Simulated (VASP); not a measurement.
# Mg7Se (P-6m2) in VASP: notebook

The runs below take Mg7Se through relaxation of cell and atoms, single point, with PBE.

All numbers are computed with VASP 6.6.1; they aren't measurements. Logs are shortened: lines on timing, memory, paths and dates and some standing lists are left out, and cuts for length are marked.

## Step 1: The cell of the first run

The structure is hexagonal, space group P-6m2 (No. 187). Conventional cell: a = 5.830 Å, b = 5.830 Å, c = 4.760 Å, α = 90.00°, β = 90.00°, γ = 120.00°. Within 3.8 Å of Mg (site symmetry mm2) lie 10 Mg at 2.91 Å and 2 Se at 2.92 Å. Within 3.8 Å of Mg (site symmetry mm2) lie 10 Mg at 2.91 to 2.92 Å and 2 Se at 2.91 Å. Mg (site symmetry -6m2) has 12 Mg at 2.91 to 2.92 Å within 3.8 Å. Se (site symmetry -6m2) has 12 Mg at 2.91 to 2.92 Å within 3.8 Å.

## Step 2: Relaxation of cell and atoms, PBE

INCAR reads:

```
SYSTEM = Mg7Se
ALGO = Normal
EDIFF = 1E-6
EDIFFG = -0.08
ENCUT = 600
GGA = PE
IBRION = 2
ISIF = 3
ISMEAR = 0
LASPH = .TRUE.
LCHARG = .FALSE.
LREAL = .FALSE.
LWAVE = .FALSE.
NELM = 60
NSW = 36
PREC = Accurate
SIGMA = 0.2
```

KPOINTS reads:

```
k-points
0
G
  3 3 4
  0 0 0
```

POSCAR reads:

```
Mg7Se
1.0
    5.8300000000      0.0000000000      0.0000000000
   -2.9150000000      5.0489281000      0.0000000000
    0.0000000000      0.0000000000      4.7600000000
Mg Se
7 1
Direct
    0.5000000000      0.0000000000      0.0000000000
    0.6666600000      0.8333300000      0.5000000000
    0.6666666700      0.3333333300      0.5000000000
    0.1666700000      0.8333300000      0.5000000000
    0.0000000000      0.5000000000      0.0000000000
    0.5000000000      0.5000000000      0.0000000000
    0.1666700000      0.3333400000      0.5000000000
    0.0000000000      0.0000000000      0.0000000000
```

Potentials or basis: VASP PAW PBE potentials, release 64 (Mg, Se).

Started as:

```sh
> cat potpaw_PBE.64/Mg/POTCAR potpaw_PBE.64/Se/POTCAR > POTCAR
> mpirun -np 1 vasp_std > vasp.out
```

OUTCAR:

```text
SYSTEM = Mg7Se
   EDIFF = 1E-6
   EDIFFG = -0.08
   ENCUT = 600
   GGA = PE
   IBRION = 2
   ISIF = 3
   ISMEAR = 0
   LASPH = .TRUE.
   LREAL = .FALSE.
   NELM = 60
   NSW = 36
   PREC = Accurate

 ion  position               nearest neighbor table
   1  0.500  0.000  0.000-   4 2.91   4 2.91   2 2.91   2 2.91   3 2.91   3 2.91   6 2.91   5 2.91
                             6 2.91   5 2.91   8 2.92   8 2.92
   2  0.667  0.833  0.500-   6 2.91   6 2.91   1 2.91   1 2.91   7 2.91   4 2.91   8 2.91   8 2.91
                             3 2.91   3 2.92   7 2.92   4 2.92
   3  0.667  0.333  0.500-   1 2.91   1 2.91   5 2.91   5 2.91   6 2.91   6 2.91   2 2.91   7 2.91
                             4 2.91   4 2.91   2 2.92   7 2.92
   4  0.167  0.833  0.500-   5 2.91   5 2.91   1 2.91   1 2.91   7 2.91   2 2.91   8 2.91   8 2.91
                             3 2.91   3 2.91   7 2.92   2 2.92
   5  0.000  0.500  0.000-   4 2.91   4 2.91   7 2.91   7 2.91   3 2.91   3 2.91   8 2.91   1 2.91
                             8 2.91   1 2.91   6 2.92   6 2.92
   6  0.500  0.500  0.000-   2 2.91   2 2.91   7 2.91   7 2.91   3 2.91   3 2.91   8 2.91   1 2.91
                             1 2.91   8 2.91   5 2.92   5 2.92
   7  0.167  0.333  0.500-   6 2.91   6 2.91   5 2.91   5 2.91   2 2.91   4 2.91   8 2.91   8 2.91
                             3 2.91   3 2.92   4 2.92   2 2.92
   8  0.000  0.000  0.000-   7 2.91   7 2.91   2 2.91   2 2.91   4 2.91   4 2.91   5 2.91   6 2.91
                             5 2.91   6 2.91   1 2.92   1 2.92

  LATTYP: Found a hexagonal cell.
 ALAT       =     5.8300000000
 C/A-ratio  =     0.8164665523

  Lattice vectors:

 A1 = (   5.8300000000,   0.0000000000,   0.0000000000)
 A2 = (  -2.9150000000,   5.0489281000,   0.0000000000)
 A3 = (   0.0000000000,   0.0000000000,   4.7600000000)

Analysis of symmetry for initial positions (statically):
=====================================================================
 Subroutine PRICEL returns:
 Original cell was already a primitive cell.

 Routine SETGRP: Setting up the symmetry group for a
 hexagonal supercell.

 Subroutine GETGRP returns: Found 12 space group operations
 (whereof 12 operations were pure point group operations)
 out of a pool of 24 trial point group operations.

The static configuration has the point symmetry D_3h.

Analysis of symmetry for dynamics (positions and initial velocities):
=====================================================================
 Subroutine PRICEL returns:
 Original cell was already a primitive cell.

 Routine SETGRP: Setting up the symmetry group for a
 hexagonal supercell.

 Subroutine GETGRP returns: Found 12 space group operations
 (whereof 12 operations were pure point group operations)
 out of a pool of 24 trial point group operations.

The dynamic configuration has the point symmetry D_3h.

 Subroutine INISYM returns: Found 12 space group operations
 (whereof 12 operations are pure point group operations),
 and found     1 'primitive' translations

----------------------------------------------------------------------------------------

                                     Primitive cell

  volume of cell :     140.1118

  direct lattice vectors                    reciprocal lattice vectors
     5.830000000  0.000000000  0.000000000     0.171526587  0.099030921  0.000000000
    -2.915000000  5.048928100  0.000000000     0.000000000  0.198061842  0.000000000
     0.000000000  0.000000000  4.760000000     0.000000000  0.000000000  0.210084034

  length of vectors
     5.830000000  5.829999996  4.760000000     0.198061842  0.198061842  0.210084034

  position of ions in fractional coordinates (direct lattice)
     0.500000000  0.000000000  0.000000000
     0.666660000  0.833330000  0.500000000
     0.666666670  0.333333330  0.500000000
     0.166670000  0.833330000  0.500000000
     1.000000000  0.500000000  0.000000000
     0.500000000  0.500000000  0.000000000
     0.166670000  0.333340000  0.500000000
     0.000000000  0.000000000  0.000000000

  ion indices of the primitive-cell ions
   primitive index   ion index
                 1           1
                 2           2
                 3           3
                 4           4
                 5           5
                 6           6
                 7           7
                 8           8

----------------------------------------------------------------------------------------

 KPOINTS: k-points

Automatic generation of k-mesh.
 Grid dimensions read from file:
 generate k-points for:    3    3    4

 Generating k-lattice:

  Cartesian coordinates                     Fractional coordinates (reciprocal lattice)
     0.057175529  0.033010307  0.000000000     0.333333333 -0.000000000  0.000000000
     0.000000000  0.066020614  0.000000000     0.000000000  0.333333333  0.000000000
     0.000000000  0.000000000  0.052521008     0.000000000  0.000000000  0.250000000

  Length of vectors
     0.066020614  0.066020614  0.052521008

  Shift w.r.t. Gamma in fractional coordinates (k-lattice)
     0.000000000  0.000000000  0.000000000

 Subroutine IBZKPT returns following result:
 ===========================================

 Found      9 irreducible k-points:

 Following reciprocal coordinates:
            Coordinates               Weight
  0.000000  0.000000  0.000000      1.000000
  0.333333  0.000000  0.000000      6.000000
  0.333333  0.333333  0.000000      2.000000
  0.000000  0.000000  0.250000      2.000000
  0.333333  0.000000  0.250000     12.000000
  0.333333  0.333333  0.250000      4.000000
  0.000000  0.000000  0.500000      1.000000
  0.333333  0.000000  0.500000      6.000000
  0.333333  0.333333  0.500000      2.000000
   k-points           NKPTS =      9   k-points in BZ     NKDIM =      9   number of bands    NBANDS=     15
   number of dos      NEDOS =    301   number of ions     NIONS =      8
   total plane-waves  NPLWV =  92160
   dimension x,y,z NGX =    48 NGY =   48 NGZ =   40
   dimension x,y,z NGXF=    96 NGYF=   96 NGZF=   80
   ions per type =               7   1
   NGX,Y,Z   is equivalent  to a cutoff of  13.69, 13.69, 13.97 a.u.
   NGXF,Y,Z  is equivalent  to a cutoff of  27.37, 27.37, 27.94 a.u.
 SYSTEM =  Mg7Se
   PREC   = accura    normal or accurate (medium, high low for compatibility)
   ISTART =      0    job   : 0-new  1-cont  2-samecut
   ICHARG =      2    charge: 1-file 2-atom 10-const
   ISPIN  =      1    spin polarized calculation?
   LNONCOLLINEAR =      F non collinear calculations
   LSORBIT =      F    spin-orbit coupling
   LASPH  =      T    aspherical Exc in radial PAW
   ENCUT  =  600.0 eV  44.10 Ry    6.64 a.u.  11.64 11.64  9.51*2*pi/ulx,y,z
   NELM   =     60;   NELMIN=  2; NELMDL= -5     # of ELM steps
   EDIFF  = 0.1E-05   stopping-criterion for ELM
   LREAL  =      F    real-space projection
   EDIFFG = -.8E-01   stopping-criterion for IOM
   NSW    =     36    number of steps for IOM
   IBRION =      2    ionic relax: 0-MD 1-quasi-New 2-CG
   NFREE  =      1    steps in history (QN), initial steepest desc. (CG)
   ISIF   =      3    stress and relaxation
   ISYM   =      2    0-nonsym 1-usesym 2-fastsym
   POTIM  = 0.5000    time-step for ionic-motion
   TEBEG  =    0.0;   TEEND  =   0.0 temperature during run
   PSTRESS=    0.0 pullay stress
   NELECT =      20.0000    total number of electrons
   NUPDOWN=      -1.0000    fix difference up-down
   EMIN   =  10.00;   EMAX   =-10.00  energy-range for DOS
   EFERMI =   0.00;   METHOD = LEGACY
   ISMEAR =     0;   SIGMA  =   0.20  broadening in eV -4-tet -1-fermi 0-gaus
   EFERMI_NEDOS =   21; number of points for ismear=-14 and -15
   IALGO  =     38    algorithm
   IMIX   =      4    mixing-type and parameters
     AMIX     =   0.40;   BMIX     =  1.00
     AMIX_MAG =   1.60;   BMIX_MAG =  1.00
  volume/ion in A,a.u.               =      17.51       118.19
  Fermi-wavevector in a.u.,A,eV,Ry     =   0.855579  1.616809  9.959666  0.732015
  Thomas-Fermi vector in A             =   1.972349
   LORBIT       =      0    0 simple, 1 ext, 2 COOP (PROOUT), +10 PAW based schemes
   GGA     = PE    functional components
   LHFCALC =     F    Hartree Fock is set to
   AEXX    =    0.0000 exact exchange contribution
   IVDW    =     0    specifies the selected vdW correction
   LEPSILON=     F    determine dielectric tensor
   LRPA    =     F    only Hartree local field effects (RPA)
 conjugate gradient relaxation of ions
 non-spin polarized calculation
 Gauss-broadening in eV      SIGMA  =   0.20
  energy-cutoff  :      600.00
  volume of cell :      140.11
 maximum number of plane-waves:      4704
 NGX is ok and might be reduce to    48
   NGX = 23   NGY = 23   NGZ = 19

--------------------------------------- Ionic step        1  -------------------------------------------

 number of electron      20.0000000 magnetization

 Free energy of the ion-electron system (eV)
  ---------------------------------------------------
  ext. energy  EPLUGINS =         0.00000000
  ---------------------------------------------------
  free energy    TOTEN  =       -13.57617123 eV

  energy without entropy =      -13.53106879  energy(sigma->0) =      -13.55362001

 E-fermi :   4.9622     XC(G=0):  -9.5889

 val. band max:        4.9142004876   @ k =   0.0000   0.0000   0.2500
 cond. band min:       5.0675150527   @ k =   0.0000   0.0000   0.2500
 fundamental gap:      0.1533145651
 Fermi energy:         4.9621604495

 k-point     1 :       0.0000    0.0000    0.0000
  band No.  band energies     occupation
      1      -9.5466      2.00000
      2      -2.0325      2.00000
      3      -0.5823      2.00000
      4      -0.5823      2.00000
      5       0.0335      2.00000
      6       2.1854      2.00000
      7       2.2616      2.00000
      8       2.2616      2.00000
      9       2.9856      2.00000
     10       4.5331      1.99759
     11       6.2810      0.00000
     12       6.5404      0.00000
     13       6.5404      0.00000
     14       7.5123      0.00000
     15       7.5123      0.00000
[... 349 lines left out ...]
  energy  without entropy=      -15.1908081351  energy(sigma->0) =      -15.20114593

--------------------------------------- Ionic step        6  -------------------------------------------

 number of electron      20.0000000 magnetization

 Free energy of the ion-electron system (eV)
  ---------------------------------------------------
  ext. energy  EPLUGINS =         0.00000000
  ---------------------------------------------------
  free energy    TOTEN  =       -15.23071853 eV

  energy without entropy =      -15.21121260  energy(sigma->0) =      -15.22096556

 E-fermi :   3.2846     XC(G=0):  -8.7531

 val. band max:        2.9252881889   @ k =   0.0000   0.0000   0.2500
 cond. band min:       3.3186431273   @ k =   0.0000   0.0000   0.2500
 fundamental gap:      0.3933549384
 Fermi energy:         3.2846355010

 k-point     1 :       0.0000    0.0000    0.0000
  band No.  band energies     occupation
      1     -10.1413      2.00000
      2      -2.9413      2.00000
      3      -1.0889      2.00000
      4      -1.0889      2.00000
      5      -0.7461      2.00000
      6       1.1100      2.00000
      7       1.1943      2.00000
      8       1.2383      2.00000
      9       1.2383      2.00000
     10       2.8322      1.99862
     11       3.8380      0.00009
     12       4.2364      0.00000
     13       4.2364      0.00000
     14       5.7425      0.00000
     15       5.7425      0.00000
[... 177 lines left out ...]
  FREE ENERGIE OF THE ION-ELECTRON SYSTEM (eV)
  ---------------------------------------------------
  free  energy   TOTEN  =       -15.2307185278 eV

  energy  without entropy=      -15.2112125979  energy(sigma->0) =      -15.22096556

 reached required accuracy - stopping structural energy minimisation
```

Run time: 76 s. Hardware: 1 thread of Intel Xeon 6975P-C (Granite Rapids), shared host; peak memory 0.29 GiB.

What came out:

| Property | Result |
| --- | --- |
| Free energy | -15.2307 eV |
| Relaxed volume | 22.27 Å³/atom |
| Relaxed cell | a = 6.148 Å, b = 6.148 Å, c = 5.441 Å, α = 90.00°, β = 90.00°, γ = 120.00° |
| Space group after relaxing (to 0.1 Å) | P-6m2 (No. 187) |
| Energy gained by relaxing | 206.8 meV/atom |
| Ionic steps | 6 |
| Pressure after relaxing | 0.1 GPa |
| Largest force after relaxing | 0.014 eV/Å |
| Band gap on the k mesh | zero (bands 10 and 11 overlap by 0.76 eV) |

Forces in eV/Å, atoms in the order of the input:
```
Mg   0.000  0.001  0.000
Mg   0.012  0.007  0.000
Mg   0.000  0.000  0.000
Mg  -0.012  0.007  0.000
Mg  -0.001  0.000  0.000
Mg   0.001  0.000  0.000
Mg   0.000 -0.014  0.000
Se   0.000  0.000  0.000
```

The path:
| step | energy change (eV) | largest force (eV/Å) | pressure (GPa) | volume (Å³) |
| --- | --- | --- | --- | --- |
| 1 | 0.0000 | 0.1235 | 15.32 | 140.11 |
| 2 | -1.5879 | 0.0677 | 0.30 | 176.82 |
| 3 | -1.5922 | 0.0635 | -0.42 | 180.04 |
| 4 | -1.5925 | 0.0646 | -0.23 | 179.18 |
| 5 | -1.6353 | 0.0382 | -0.10 | 178.73 |
| 6 | -1.6545 | 0.0136 | 0.14 | 178.13 |

Final structure:
```yaml
crystal:
  lattice:
    - [6.14824, 0.00000, 0.00000]
    - [-3.07412, 5.32453, 0.00000]
    - [0.00000, 0.00000, 5.44141]
  atoms:
    - { symbol: Mg, position: [0.50127, 0.00254, 0.00000] }
    - { symbol: Mg, position: [0.66789, 0.83395, 0.50000] }
    - { symbol: Mg, position: [0.66667, 0.33333, 0.50000] }
    - { symbol: Mg, position: [0.16605, 0.83395, 0.50000] }
    - { symbol: Mg, position: [0.99746, 0.49873, 0.00000] }
    - { symbol: Mg, position: [0.50127, 0.49873, 0.00000] }
    - { symbol: Mg, position: [0.16605, 0.33211, 0.50000] }
    - { symbol: Se, position: [0.00000, 0.00000, 0.00000] }
```

Caveat: the k points lie up to 0.39 Å⁻¹ apart in the final cell, too coarse for converged energies and pressures of a metal; the volume moved by over 15 % at a fixed basis, so the end points are rough; semilocal functionals underestimate gaps, so a narrow gap can read as zero.

## Step 3: Single point, PBE

This run uses another cell than the first one, of 22.39 Å³/atom.

INCAR reads:

```
ALGO = Normal ; EDIFF = 1E-6
ENCUT = 520 ; GGA = PE
ISIF = 2 ; ISMEAR = 0
LASPH = T ; LCHARG = F
LREAL = F ; LWAVE = F
NBANDS = 20 ; NELM = 80
PREC = Accurate ; SIGMA = 0.1
```

KPOINTS reads:

```
k-points
0
Gamma
  6 6 6
```

POSCAR reads:

```
Mg7Se
1.0
    6.2459623108      0.0000000000      0.0000000000
   -3.1229811554      5.4091620322      0.0000000000
    0.0000000000      0.0000000000      5.3012059048
Mg Se
7 1
Direct
    0.5013884714      0.0027769429      0.0000000000
    0.6662847959      0.8331423980      0.5000000000
    0.6666666667      0.3333333333      0.5000000000
    0.1668576020      0.8331423980      0.5000000000
    0.9972230571      0.4986115286      0.0000000000
    0.5013884714      0.4986115286      0.0000000000
    0.1668576020      0.3337152041      0.5000000000
    0.0000000000      0.0000000000      0.0000000000
```

Potentials or basis: VASP PAW PBE potentials, release 64 (Mg, Se).

Started as:

```sh
> cat potpaw_PBE.64/Mg/POTCAR potpaw_PBE.64/Se/POTCAR > POTCAR
> mpirun -np 1 vasp_std > vasp.out
```

Wall time 72 s (1 thread of Intel Xeon 6975P-C (Granite Rapids), shared host); peak memory 0.33 GiB.

It converged, with:

* Free energy: -15.0064 eV
* Pressure: -0.1 GPa
* Band gap on the k mesh: zero (bands 10 and 11 overlap by 0.98 eV)

Levels at points of the mesh, in eV from the Fermi level:
| k point | band 8 | band 9 | band 10 | band 11 | band 12 | band 13 |
| --- | --- | --- | --- | --- | --- | --- |
| (0.00, 0.00, 0.00) | -2.13 | -1.90 | -0.34 | 0.76 | 1.07 | 1.07 |
| (0.50, 0.00, 0.00) | -1.08 | -0.88 | 0.06 | 0.55 | 0.64 | 1.09 |
| (0.00, 0.00, 0.50) | -1.16 | -1.16 | -0.53 | -0.53 | -0.53 | -0.48 |
| (0.50, 0.00, 0.50) | -2.08 | -1.27 | 0.45 | 0.69 | 1.17 | 2.29 |
